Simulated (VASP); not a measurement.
Input of a VASP 6.6.1 run:

File INCAR:

```
  ALGO = Normal
  EDIFF = 1E-6
  ENCUT = 520
  GGA = PS
  ISIF = 2
  ISMEAR = -1
  LASPH = True
  LCHARG = False
  LREAL = False
  LWAVE = False
  NBANDS = 14
  NELM = 100
  PREC = Accurate
  SIGMA = 0.1
```

File KPOINTS:

```
k-points
0
Gamma
  13 13 7
```

Contents of POSCAR:

```
Na
1.0
    3.1373081847      0.0000000000      0.0000000000
   -1.5686540923      2.7169885874      0.0000000000
    0.0000000000      0.0000000000      5.1654164929
Na
2
Direct
    0.3333333333      0.6666666667      0.2500000000
    0.6666666667      0.3333333333      0.7500000000
```

Potentials or basis: VASP PAW PBE potentials, release 64 (Na_pv).

Command:

```console
$ cat potpaw_PBE.64/Na_pv/POTCAR > POTCAR
$ mpirun -np 1 vasp_std > vasp.out
```

Predict the pressure.

9.9 GPa.

What does it give for the band gap on the k mesh?

Zero (bands 7 and 8 overlap by 4.56 eV).

Caveat: the cell stands under pressure; the PAW data sets were made with another functional, which shifts forces and pressure a little.
